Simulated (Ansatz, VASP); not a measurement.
## CdSe in VASP and in Ansatz

```xyz
2
Lattice="0.0000 3.0703 3.0703 3.0703 0.0000 3.0703 3.0703 3.0703 0.0000" Properties=species:S:1:pos:R:3 pbc="T T T"
Cd    0.0000    0.0000    0.0000
Se    4.6054    4.6054    4.6054
```

Alike in both runs: task single point; functional PBE; k mesh 6 × 6 × 6; occupations methfessel-paxton of order 1, width 0.02 eV; no spin polarisation.

|  | VASP | Ansatz |
| --- | --- | --- |
| version | VASP 6.6.1 | Ansatz 0.2.0 |
| potentials or method | VASP PAW PBE potentials, release 64 (Cd, Se), cutoff 500 eV | plane waves, PAW |
| valence electrons in the cell | 18 | 36 |

```csv
,VASP,Ansatz,Ansatz less VASP
gap on the k mesh at the Fermi level (eV),0.55,0.55,+0.001
```

VASP's potentials hold 18 valence electrons a cell and Ansatz's 36, so a difference there can come from the potentials and not from the codes.
